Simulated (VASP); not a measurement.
Input of a VASP 6.6.1 run:

File INCAR:

```
SYSTEM = BN
PREC = Accurate
ENCUT = 520
EDIFF = 1E-6
ISMEAR = 0
SIGMA = 0.05
LREAL = .False.
LASPH = .True.
NELM = 80
ALGO = Normal
ISIF = 2
LWAVE = .False.
LCHARG = .False.
GGA = PE
NBANDS = 16
```

The input KPOINTS:

```
Automatic mesh
0
Gamma
  12 12 6
  0 0 0
```

POSCAR

```
BN
1.0
    2.5928987974      0.0000000000      0.0000000000
   -1.2964493987      2.2455162280      0.0000000000
    0.0000000000      0.0000000000      4.0977790991
B N
2 2
Direct
    0.6666666667      0.3333333333      0.9998058547
    0.3333333333      0.6666666667      0.4998058547
    0.6666666667      0.3333333333      0.6251941453
    0.3333333333      0.6666666667      0.1251941453
```

Potentials or basis: VASP PAW PBE potentials, release 64 (B, N).

Run with:

```bash
$ cat potpaw_PBE.64/B/POTCAR potpaw_PBE.64/N/POTCAR > POTCAR
$ mpirun -np 1 vasp_std > vasp.out
```

Question: Estimate the band gap on the k mesh.

Answer: 5.36 eV, indirect (least direct gap 7.88 eV).

Question: Estimate the largest force.

Answer: 0.135 eV/Å.

Question: Estimate the pressure.

Answer: 1.7 GPa.

Stress tensor (GPa, compression positive):
```
-13.13   0.00   0.00
  0.00 -13.13   0.00
  0.00   0.00  31.31
```

Caveat: the cell differs from its parent crystal (strain +0.015 along x and y, -0.030 along z). A k mesh can miss the band edges.
